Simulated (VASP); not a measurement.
# Ni (Fm-3m) in VASP: notebook, part 2 of 3

VASP 6.6.1. The steps go on from the part before.

## 3. Single point, PBEsol, collinear spin, ferromagnetic start

This run uses another cell than the first one, of 10.41 Å³/atom, 0.942 times its volume.

Input file INCAR:

```
SYSTEM = Ni
  ALGO = Fast
  EDIFF = 1E-6
  ENCUT = 520
  GGA = PS
  ISIF = 2
  ISMEAR = 0
  ISPIN = 2
  LASPH = .TRUE.
  LCHARG = .FALSE.
  LMAXMIX = 4
  LORBIT = 11
  LREAL = .FALSE.
  LWAVE = .FALSE.
  MAGMOM = 0.81
  NBANDS = 15
  NELM = 150
  PREC = Accurate
  SIGMA = 0.1
```

Input file KPOINTS:

```
k-points
0
G
  10 10 10
  0 0 0
```

Input file POSCAR:

```
Ni
1.0
    0.0000000000      1.7331559942      1.7331559942
    1.7331559942      0.0000000000      1.7331559942
    1.7331559942      1.7331559942      0.0000000000
Ni
1
Direct
    0.0000000000      0.0000000000      0.0000000000
```

Potentials or basis: VASP PAW PBE potentials, release 64 (Ni).

Run with:

```bash
> cat potpaw_PBE.64/Ni/POTCAR > POTCAR
> mpirun -np 1 vasp_std > vasp.out
```

OUTCAR:

```text
SYSTEM = Ni
   EDIFF = 1E-6
   ENCUT = 520
   GGA = PS
   ISIF = 2
   ISMEAR = 0
   ISPIN = 2
   LASPH = .TRUE.
   LORBIT = 11
   LREAL = .FALSE.
   NELM = 150
   PREC = Accurate

 ion  position               nearest neighbor table
   1  0.000  0.000  0.000-

  LATTYP: Found a face centered cubic cell.
 ALAT       =     3.4663119884

  Lattice vectors:

 A1 = (   0.0000000000,   1.7331559942,   1.7331559942)
 A2 = (   1.7331559942,   0.0000000000,   1.7331559942)
 A3 = (   1.7331559942,   1.7331559942,   0.0000000000)

Analysis of symmetry for initial positions (statically):
=====================================================================
 Subroutine PRICEL returns:
 Original cell was already a primitive cell.

 Routine SETGRP: Setting up the symmetry group for a
 face centered cubic supercell.

 Subroutine GETGRP returns: Found 48 space group operations
 (whereof 48 operations were pure point group operations)
 out of a pool of 48 trial point group operations.

The static configuration has the point symmetry O_h .

Analysis of symmetry for dynamics (positions and initial velocities):
=====================================================================
 Subroutine PRICEL returns:
 Original cell was already a primitive cell.

 Routine SETGRP: Setting up the symmetry group for a
 face centered cubic supercell.

 Subroutine GETGRP returns: Found 48 space group operations
 (whereof 48 operations were pure point group operations)
 out of a pool of 48 trial point group operations.

The dynamic configuration has the point symmetry O_h .

Analysis of structural, dynamic, and magnetic symmetry:
=====================================================================
 Subroutine PRICEL returns:
 Original cell was already a primitive cell.

 Routine SETGRP: Setting up the symmetry group for a
 face centered cubic supercell.

 Subroutine GETGRP returns: Found 48 space group operations
 (whereof 48 operations were pure point group operations)
 out of a pool of 48 trial point group operations.

The overall configuration has the point symmetry O_h .

 Subroutine INISYM returns: Found 48 space group operations
 (whereof 48 operations are pure point group operations),
 and found     1 'primitive' translations

----------------------------------------------------------------------------------------

                                     Primitive cell

  volume of cell :      10.4122

  direct lattice vectors                    reciprocal lattice vectors
     0.000000000  1.733155994  1.733155994    -0.288491054  0.288491054  0.288491054
     1.733155994  0.000000000  1.733155994     0.288491054 -0.288491054  0.288491054
     1.733155994  1.733155994  0.000000000     0.288491054  0.288491054 -0.288491054

  length of vectors
     2.451052713  2.451052713  2.451052713     0.499681164  0.499681164  0.499681164

  position of ions in fractional coordinates (direct lattice)
     0.000000000  0.000000000  0.000000000

  ion indices of the primitive-cell ions
   primitive index   ion index
                 1           1

----------------------------------------------------------------------------------------

 KPOINTS: k-points

Automatic generation of k-mesh.
 Grid dimensions read from file:
 generate k-points for:   10   10   10

[... 68 lines left out ...]
   NFREE  =      0    steps in history (QN), initial steepest desc. (CG)
   ISIF   =      2    stress and relaxation
   ISYM   =      2    0-nonsym 1-usesym 2-fastsym
   POTIM  = 0.5000    time-step for ionic-motion
   TEBEG  =    0.0;   TEEND  =   0.0 temperature during run
   PSTRESS=    0.0 pullay stress
   NELECT =      10.0000    total number of electrons
   NUPDOWN=      -1.0000    fix difference up-down
   EMIN   =  10.00;   EMAX   =-10.00  energy-range for DOS
   EFERMI =   0.00;   METHOD = LEGACY
   ISMEAR =     0;   SIGMA  =   0.10  broadening in eV -4-tet -1-fermi 0-gaus
   EFERMI_NEDOS =   21; number of points for ismear=-14 and -15
   IALGO  =     68    algorithm
   IMIX   =      4    mixing-type and parameters
     AMIX     =   0.40;   BMIX     =  1.00
     AMIX_MAG =   1.60;   BMIX_MAG =  1.00
  volume/ion in A,a.u.               =      10.41        70.27
  Fermi-wavevector in a.u.,A,eV,Ry     =   1.615203  3.052292 35.495988  2.608882
  Thomas-Fermi vector in A             =   2.709989
   LORBIT       =     11    0 simple, 1 ext, 2 COOP (PROOUT), +10 PAW based schemes
   GGA     = PS    functional components
   LHFCALC =     F    Hartree Fock is set to
   AEXX    =    0.0000 exact exchange contribution
   IVDW    =     0    specifies the selected vdW correction
   LEPSILON=     F    determine dielectric tensor
   LRPA    =     F    only Hartree local field effects (RPA)
 spin polarized calculation
 RMM-DIIS sequential band-by-band and
 Gauss-broadening in eV      SIGMA  =   0.10
  energy-cutoff  :      520.00
  volume of cell :       10.41
 maximum number of plane-waves:       292
   NGX =  9   NGY =  9   NGZ =  9

 number of electron      10.0000000 magnetization       0.8100000

 number of electron       9.9999995 magnetization       0.7071697

 Free energy of the ion-electron system (eV)
  ---------------------------------------------------
  ext. energy  EPLUGINS =         0.00000000
  ---------------------------------------------------
  free energy    TOTEN  =        -6.13977030 eV

  energy without entropy =       -6.13118228  energy(sigma->0) =       -6.13547629

 E-fermi :   9.8359     XC(G=0): -13.6996

 val. band max:        9.8267328472   @ k =  -0.4000   0.2000   0.0000
 cond. band min:       9.8405232213   @ k =   0.5000   0.3000   0.1000
 fundamental gap:      0.0137903741
 Fermi energy:         9.8358535296

 spin component 1

 k-point     1 :       0.0000    0.0000    0.0000
  band No.  band energies     occupation
      1       0.4426      1.00000
      2       7.2244      1.00000
      3       7.2244      1.00000
      4       7.2244      1.00000
      5       8.4773      1.00000
      6       8.4773      1.00000
      7      33.8864      0.00000
      8      38.0684      0.00000
      9      38.0684      0.00000
     10      38.0684      0.00000
     11      41.1264      0.00000
     12      41.1264      0.00000
     13      41.1264      0.00000
     14      44.0686      0.00000
[... 403 lines left out ...]
      4       8.5778      1.00000
      5       9.1679      1.00000
      6       9.8254      0.55889
      7      24.1290      0.00000
      8      25.2742      0.00000
      9      27.1462      0.00000
     10      31.5805      0.00000
     11      36.2389      0.00000
     12      51.0623      0.00000
     13      51.6258      0.00000
     14      56.6888      0.00000
     15      57.9473      0.00000

 [... further k-points ...]

 spin component 2

 k-point     1 :       0.0000    0.0000    0.0000
  band No.  band energies     occupation
      1       0.4528      1.00000
      2       8.0311      1.00000
      3       8.0311      1.00000
      4       8.0311      1.00000
      5       9.1605      1.00000
      6       9.1605      1.00000
      7      33.7906      0.00000
      8      38.0859      0.00000
      9      38.0859      0.00000
     10      38.0859      0.00000
     11      41.2836      0.00000
     12      41.2836      0.00000
     13      41.2836      0.00000
     14      43.9912      0.00000
[... 403 lines left out ...]
      4       9.3714      1.00000
      5       9.9587      0.04122
      6      10.4204      0.00000
      7      24.2799      0.00000
      8      25.4373      0.00000
      9      27.2405      0.00000
     10      31.7455      0.00000
     11      36.4015      0.00000
     12      51.0921      0.00000
     13      51.6253      0.00000
     14      56.7613      0.00000
     15      57.9593      0.00000

 [... further k-points ...]
[... 5 lines left out ...]
  --------------------------------------------------------------------------------------
  -------------------------------------------------------------------------------------
  Total       -0.0196239     -0.0196239     -0.0196239      0.0000000      0.0000000      0.0000000
  in kB       -3.0196222     -3.0196222     -3.0196222      0.0000000      0.0000000      0.0000000
  external PRESSURE =      -3.0196222 kB  Pullay stress =       0.0000000 kB

 VOLUME and BASIS-vectors are now :
 -----------------------------------------------------------------------------
  energy-cutoff  :      520.00
  volume of cell :       10.41
      direct lattice vectors                 reciprocal lattice vectors
     0.000000000  1.733155994  1.733155994    -0.288491054  0.288491054  0.288491054
     1.733155994  0.000000000  1.733155994     0.288491054 -0.288491054  0.288491054
     1.733155994  1.733155994  0.000000000     0.288491054  0.288491054 -0.288491054

 POSITION                                       TOTAL-FORCE (eV/Angst)
 -----------------------------------------------------------------------------------
      0.00000      0.00000      0.00000         0.000000      0.000000      0.000000
 -----------------------------------------------------------------------------------
    total drift:                                0.000000     -0.000000     -0.000000

  FREE ENERGIE OF THE ION-ELECTRON SYSTEM (eV)
  ---------------------------------------------------
  free  energy   TOTEN  =        -6.1397703028 eV

  energy  without entropy=       -6.1311822827  energy(sigma->0) =       -6.13547629

 total charge

# of ion       s       p       d       tot
------------------------------------------
    1        0.522   0.546   8.326   9.394

 magnetization (x)

# of ion       s       p       d       tot
------------------------------------------
    1       -0.003  -0.021   0.736   0.712
```

It took 19 s on 1 thread of Intel Xeon Platinum 8259CL at 2.50GHz (Skylake/Cascade Lake), shared host; peak memory 0.12 GiB.

Results:

```
Free energy                                           : -6.1398 eV
Pressure                                              : -0.3 GPa
Net moment                                            : 0.71 μB per cell
Site moments                                          : Ni +0.71 μB
Valence electrons inside the program's atomic spheres : Ni 9.39
```

Levels at points of the mesh, in eV from the Fermi level:
Spin up:
| k point | band 2 | band 3 | band 4 | band 5 | band 6 | band 7 | band 8 | band 9 |
| --- | --- | --- | --- | --- | --- | --- | --- | --- |
| (0.00, 0.00, 0.00) | -2.61 | -2.61 | -2.61 | -1.36 | -1.36 | 24.05 | 28.23 | 28.23 |
| (0.50, 0.00, 0.00) | -2.60 | -2.60 | -0.65 | -0.65 | -0.45 | 5.91 | 22.53 | 25.36 |
| (0.50, 0.50, 0.00) | -4.50 | -0.60 | -0.51 | -0.51 | 2.40 | 9.55 | 15.15 | 15.15 |
Spin down:
| k point | band 1 | band 2 | band 3 | band 4 | band 5 | band 6 | band 7 | band 8 | band 9 | band 10 |
| --- | --- | --- | --- | --- | --- | --- | --- | --- | --- | --- |
| (0.00, 0.00, 0.00) | -9.38 | -1.80 | -1.80 | -1.80 | -0.68 | -0.68 | 23.95 | 28.25 | 28.25 | 28.25 |
| (0.50, 0.00, 0.00) | -4.67 | -1.91 | -1.91 | -0.46 | 0.18 | 0.18 | 6.39 | 22.43 | 25.48 | 25.48 |
| (0.50, 0.50, 0.00) | -4.57 | -3.83 | 0.11 | 0.42 | 0.42 | 2.41 | 9.87 | 15.20 | 15.20 | 20.45 |

Caveat: the PAW data sets were made with another functional, which shifts forces and pressure a little.

(Continued in part 3 of 3.)
